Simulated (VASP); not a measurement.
# Zr2Si5 in VASP: further runs

The runs below take Zr2Si5 through single point, with PBEsol.

All numbers are computed with VASP 6.6.1; they aren't measurements. Logs are shortened: lines on timing, memory, paths and dates and some standing lists are left out, and cuts for length are marked.

**1. The cell of the first run**

The cell holds a slab with vacuum, 14 atoms: a = 3.657 Å, b = 3.674 Å, c = 29.573 Å, α = 90.00°, β = 90.00°, γ = 90.00°.

**2. Single point, PBEsol**

Contents of INCAR:

```
  PREC = Accurate
  ENCUT = 520
  EDIFF = 1E-7
  ISMEAR = 0
  SIGMA = 0.1
  LREAL = False
  LASPH = True
  NELM = 80
  ALGO = Normal
  ISIF = 2
  LWAVE = False
  LCHARG = False
  LDIPOL = True
  IDIPOL = 3
  DIPOL = 0.5 0.5 0.500
  GGA = PS
  NBANDS = 57
  LUSENCCL = False
```

Contents of KPOINTS:

```
regular mesh
0
Gamma
  10 10 1
```

Contents of POSCAR:

```
Zr2Si5
1.0
    3.6567655748      0.0000000000      0.0000000000
    0.0000000000      3.6742585518      0.0000000000
    0.0000000000      0.0000000000     29.5726424949
Si Zr
10 4
Direct
    0.2500000000      0.5000000000      0.2536127775
    0.7500000000      0.0000000000      0.2538411119
    0.2500000000      0.0000000000      0.3502864214
    0.7500000000      0.0000000000      0.4034405233
    0.2500000000      0.0000000000      0.4998858328
    0.7500000000      0.5000000000      0.5001141672
    0.2500000000      0.5000000000      0.5965594767
    0.7500000000      0.5000000000      0.6497135786
    0.2500000000      0.5000000000      0.7461588881
    0.7500000000      0.0000000000      0.7463872225
    0.7500000000      0.5000000000      0.3252853253
    0.2500000000      0.5000000000      0.4284416194
    0.7500000000      0.0000000000      0.5715583806
    0.2500000000      0.0000000000      0.6747146747
```

Potentials or basis: VASP PAW PBE potentials, release 64 (Si, Zr_sv).

Started as:

```sh
$ cat potpaw_PBE.64/Si/POTCAR potpaw_PBE.64/Zr_sv/POTCAR > POTCAR
$ mpirun -np 1 vasp_std > vasp.out
```

OUTCAR:

```text
PREC = Accurate
   ENCUT = 520
   EDIFF = 1E-7
   ISMEAR = 0
   LREAL = False
   LASPH = True
   NELM = 80
   ISIF = 2
   GGA = PS

 ion  position               nearest neighbor table
   1  0.250  0.500  0.254-   2 2.59   2 2.59   2 2.59   2 2.59  11 2.80  11 2.80
   2  0.750  0.000  0.254-   1 2.59   1 2.59   1 2.59   1 2.59  11 2.80  11 2.80
   3  0.250  0.000  0.350-   4 2.41   4 2.41  11 2.70  11 2.70  11 2.70  11 2.70  12 2.95  12 2.95

   4  0.750  0.000  0.403-   3 2.41   3 2.41  12 2.70  12 2.70  12 2.70  12 2.70  11 2.95  11 2.95
[... 9 lines left out ...]
   9  0.250  0.500  0.746-  10 2.59  10 2.59  10 2.59  10 2.59  14 2.80  14 2.80
  10  0.750  0.000  0.746-   9 2.59   9 2.59   9 2.59   9 2.59  14 2.80  14 2.80
  11  0.750  0.500  0.325-   3 2.70   3 2.70   3 2.70   3 2.70   1 2.80   1 2.80   2 2.80   2 2.80
                             4 2.95   4 2.95  12 3.56  12 3.56
  12  0.250  0.500  0.428-   4 2.70   4 2.70   4 2.70   4 2.70   6 2.80   6 2.80   5 2.80   5 2.80
                             3 2.95   3 2.95  11 3.56  11 3.56
  13  0.750  0.000  0.572-   7 2.70   7 2.70   7 2.70   7 2.70   5 2.80   5 2.80   6 2.80   6 2.80
                             8 2.95   8 2.95  14 3.56  14 3.56
  14  0.250  0.000  0.675-   8 2.70   8 2.70   8 2.70   8 2.70  10 2.80  10 2.80   9 2.80   9 2.80
                             7 2.95   7 2.95  13 3.56  13 3.56

  LATTYP: Found a simple orthorhombic cell.
 ALAT       =     3.6567655748
 B/A-ratio  =     1.0047837294
 C/A-ratio  =     8.0871037232

  Lattice vectors:

 A1 = (   3.6567655748,   0.0000000000,   0.0000000000)
 A2 = (   0.0000000000,   3.6742585518,   0.0000000000)
 A3 = (   0.0000000000,   0.0000000000,  29.5726424949)

Analysis of symmetry for initial positions (statically):
=====================================================================
 Subroutine PRICEL returns:
 Original cell was already a primitive cell.

 Routine SETGRP: Setting up the symmetry group for a
 simple orthorhombic supercell.

 Subroutine GETGRP returns: Found  8 space group operations
 (whereof  2 operations were pure point group operations)
 out of a pool of  8 trial point group operations.

The static configuration has the point symmetry C_1h.
 The point group associated with its full space group is D_2h.

Analysis of symmetry for dynamics (positions and initial velocities):
=====================================================================
 Subroutine PRICEL returns:
 Original cell was already a primitive cell.

 Routine SETGRP: Setting up the symmetry group for a
 simple orthorhombic supercell.

 Subroutine GETGRP returns: Found  8 space group operations
 (whereof  2 operations were pure point group operations)
 out of a pool of  8 trial point group operations.

[... 152 lines left out ...]
   AEXX    =    0.0000 exact exchange contribution
   IVDW    =     0    specifies the selected vdW correction
   LEPSILON=     F    determine dielectric tensor
   LRPA    =     F    only Hartree local field effects (RPA)
 non-spin polarized calculation
 Gauss-broadening in eV      SIGMA  =   0.10
  energy-cutoff  :      520.00
  volume of cell :      397.34
 maximum number of plane-waves:     10772
 NGX is ok and might be reduce to    28
   NGX = 13   NGY = 13   NGZ =109

 dipolmoment           0.000000      0.000000     -0.000000 electrons x Angstroem

 number of electron      87.9999997 magnetization

 dipolmoment           0.000000      0.000000      0.000000 electrons x Angstroem

 Free energy of the ion-electron system (eV)
  ---------------------------------------------------
  ext. energy  EPLUGINS =         0.00000000
  ---------------------------------------------------
  free energy    TOTEN  =       -99.63934929 eV

  energy without entropy =      -99.60123607  energy(sigma->0) =      -99.62029268

 E-fermi :   3.3563     XC(G=0):  -7.0902

 val. band max:        3.3534053820   @ k =   0.4000   0.2000   0.0000
 cond. band min:       3.3733200170   @ k =   0.2000   0.3000   0.0000
 fundamental gap:      0.0199146350
 Fermi energy:         3.3562533308

 k-point     1 :       0.0000    0.0000    0.0000
  band No.  band energies     occupation
      1     -45.0663      2.00000
      2     -45.0660      2.00000
      3     -44.9618      2.00000
      4     -44.9618      2.00000
      5     -23.3400      2.00000
      6     -23.3262      2.00000
[... 1405 lines left out ...]
     55       6.8165      0.00000
     56       6.8165      0.00000

 [... further k-points ...]

 [bands above 56 left out]

------------------------ aborting loop because EDIFF is reached ----------------------------------------

 vacuum level on the upper side and lower side of the slab       (xc-potential included)        -0.079        -0.079

  FORCE on cell =-STRESS in cart. coord.  units (eV):
  Direction    XX          YY          ZZ          XY          YZ          ZX
  --------------------------------------------------------------------------------------
  -------------------------------------------------------------------------------------
  Total       -4.2116864     -3.7655115      2.0275630      0.0000000      0.0000000      0.0000000
  in kB      -16.9828134    -15.1836992      8.1757571      0.0000000      0.0000000      0.0000000
  external PRESSURE =      -7.9969185 kB  Pullay stress =       0.0000000 kB

 VOLUME and BASIS-vectors are now :
 -----------------------------------------------------------------------------
  energy-cutoff  :      520.00
  volume of cell :      397.34
      direct lattice vectors                 reciprocal lattice vectors
     3.656765575  0.000000000  0.000000000     0.273465712  0.000000000  0.000000000
     0.000000000  3.674258552  0.000000000     0.000000000  0.272163754  0.000000000
     0.000000000  0.000000000 29.572642495     0.000000000  0.000000000  0.033815037

 POSITION                                       TOTAL-FORCE (eV/Angst)
 -----------------------------------------------------------------------------------
      0.91419      1.83713      7.50000        -0.000000     -0.000000     -0.153321
      2.74257      0.00000      7.50675        -0.000000     -0.000000     -0.275728
      0.91419      0.00000     10.35890        -0.000000     -0.000000     -0.437399
      2.74257      0.00000     11.93080        -0.000000      0.000000      0.014369
      0.91419      0.00000     14.78295         0.000000      0.000000      0.002237
      2.74257      1.83713     14.78970         0.000000     -0.000000     -0.002237
      0.91419      1.83713     17.64184         0.000000      0.000000     -0.014369
      2.74257      1.83713     19.21375         0.000000      0.000000      0.437399
      0.91419      1.83713     22.06589        -0.000000      0.000000      0.275728
      2.74257      0.00000     22.07264        -0.000000     -0.000000      0.153321
      2.74257      1.83713      9.61955         0.000000      0.000000      0.731709
      0.91419      1.83713     12.67015        -0.000000      0.000000      0.090647
      2.74257      0.00000     16.90249        -0.000000     -0.000000     -0.090647
      0.91419      0.00000     19.95310        -0.000000      0.000000     -0.731709
 -----------------------------------------------------------------------------------
    total drift:                                0.000000      0.000000      0.000000

  FREE ENERGIE OF THE ION-ELECTRON SYSTEM (eV)
  ---------------------------------------------------
  free  energy   TOTEN  =       -99.6393492941 eV

  energy  without entropy=      -99.6012360678  energy(sigma->0) =      -99.62029268

 vacuum level on the upper side and lower side of the slab         8.589         8.589
```

OSZICAR:

```text
N       E                     dE             d eps       ncg     rms          rms(c)
DAV:   1     0.681987707707E+03    0.68199E+03   -0.40346E+04  4392   0.134E+03
DAV:   2    -0.359354649719E+02   -0.71792E+03   -0.69880E+03  4819   0.348E+02
DAV:   3    -0.960879417755E+02   -0.60152E+02   -0.59221E+02  6046   0.798E+01
[... 20 lines left out ...]
DAV:  24    -0.996393457163E+02   -0.12715E-04   -0.10610E-06  3728   0.140E-03    0.404E-04
DAV:  25    -0.996393487103E+02   -0.29939E-05   -0.21415E-07  3616   0.822E-04    0.174E-04
DAV:  26    -0.996393490847E+02   -0.37447E-06   -0.90233E-09  2999   0.272E-04    0.878E-05
DAV:  27    -0.996393492716E+02   -0.18684E-06   -0.81197E-09  2925   0.185E-04    0.327E-05
DAV:  28    -0.996393492941E+02   -0.22563E-07   -0.14531E-09  2877   0.932E-05
   1 F= -.99639349E+02 E0= -.99620293E+02  d E =-.381132E-01
```

Run time: 3.9 min. Hardware: 1 × NVIDIA H100 80GB with 1 thread of AMD EPYC 7R13 (Zen 3), shared host; peak memory 1.8 GiB.

What came out:

```yaml
Free_energy: -99.6393 eV
Largest_force: 0.732 eV/Å
Band_gap_on_the_k_mesh: zero (band 44 reaches 3.99 eV, above the bottom of band 45 at 2.87 eV)
```

Forces in eV/Å, atoms in the order of the input:
```
Si   0.000  0.000 -0.153
Si   0.000  0.000 -0.276
Si   0.000  0.000 -0.437
Si   0.000  0.000  0.014
Si   0.000  0.000  0.002
Si   0.000  0.000 -0.002
Si   0.000  0.000 -0.014
Si   0.000  0.000  0.437
Si   0.000  0.000  0.276
Si   0.000  0.000  0.153
Zr   0.000  0.000  0.732
Zr   0.000  0.000  0.091
Zr   0.000  0.000 -0.091
Zr   0.000  0.000 -0.732
```

Caveat: the PAW data sets were made with another functional, which shifts forces and pressure a little.

**3. Single point, PBEsol**

Contents of INCAR:

```
SYSTEM = Zr2Si5
  ALGO = Normal
  DIPOL = 0.5 0.5 0.500
  EDIFF = 1E-7
  ENCUT = 520
  GGA = PS
  IDIPOL = 3
  ISIF = 2
  ISMEAR = 0
  LASPH = .TRUE.
  LCHARG = .FALSE.
  LDIPOL = .TRUE.
  LREAL = .FALSE.
  LUSENCCL = .FALSE.
  LWAVE = .FALSE.
  NBANDS = 57
  NELM = 100
  PREC = Accurate
  SIGMA = 0.1
```

Contents of KPOINTS:

```
k-points
0
G
  10 10 1
  0 0 0
```

Contents of POSCAR:

```
Zr2Si5
1.0
    3.6567655748      0.0000000000      0.0000000000
    0.0000000000      3.6742585518      0.0000000000
    0.0000000000      0.0000000000     29.5726424949
Si Zr
10 4
Direct
    0.2500000000      0.5000000000      0.2531413706
    0.7500000000      0.0000000000      0.2524689873
    0.2500000000      0.0000000000      0.3475480603
    0.7500000000      0.0000000000      0.4028345879
    0.2500000000      0.0000000000      0.5000046829
    0.7500000000      0.5000000000      0.4999952456
    0.2500000000      0.5000000000      0.5971654692
    0.7500000000      0.5000000000      0.6524519533
    0.2500000000      0.5000000000      0.7475309998
    0.7500000000      0.0000000000      0.7468586217
    0.7500000000      0.5000000000      0.3274291711
    0.2500000000      0.5000000000      0.4284518168
    0.7500000000      0.0000000000      0.5715482307
    0.2500000000      0.0000000000      0.6725708029
```

Potentials or basis: VASP PAW PBE potentials, release 64 (Si, Zr_sv).

Started as:

```sh
$ cat potpaw_PBE.64/Si/POTCAR potpaw_PBE.64/Zr_sv/POTCAR > POTCAR
$ mpirun -np 1 vasp_std > vasp.out
```

Run time: 2.5 min. Hardware: 1 × NVIDIA H100 80GB with 1 thread of AMD EPYC 7R13 (Zen 3), shared host; peak memory 1.8 GiB.

It converged, with:

```
Free energy            : -99.7345 eV
Largest force          : 0.015 eV/Å
Band gap on the k mesh : zero (band 44 reaches 3.94 eV, above the bottom of band 45 at 2.76 eV)
```

Forces in eV/Å, atoms in the order of the input:
```
Si   0.000  0.000 -0.007
Si   0.000  0.000 -0.015
Si   0.000  0.000 -0.004
Si   0.000  0.000  0.000
Si   0.000  0.000 -0.002
Si   0.000  0.000  0.002
Si   0.000  0.000  0.000
Si   0.000  0.000  0.004
Si   0.000  0.000  0.015
Si   0.000  0.000  0.007
Zr   0.000  0.000  0.003
Zr   0.000  0.000  0.002
Zr   0.000  0.000 -0.002
Zr   0.000  0.000 -0.003
```

Levels at points of the mesh, in eV from the Fermi level:
```
           k point  band 40  band 41  band 42  band 43  band 44  band 45  band 46  band 47
(0.00, 0.00, 0.00)    -1.46    -1.37    -1.25     0.06     0.13     0.46     1.20     1.23
(0.50, 0.00, 0.00)    -0.44    -0.15    -0.15     0.17     0.17     0.62     0.62     0.79
(0.00, 0.50, 0.00)    -0.72    -0.41    -0.41     0.15     0.15     0.15     0.16     1.31
(0.50, 0.50, 0.00)    -2.81    -1.97    -1.97    -0.43    -0.43    -0.43    -0.43     2.58
```

Caveat: the PAW data sets were made with another functional, which shifts forces and pressure a little.
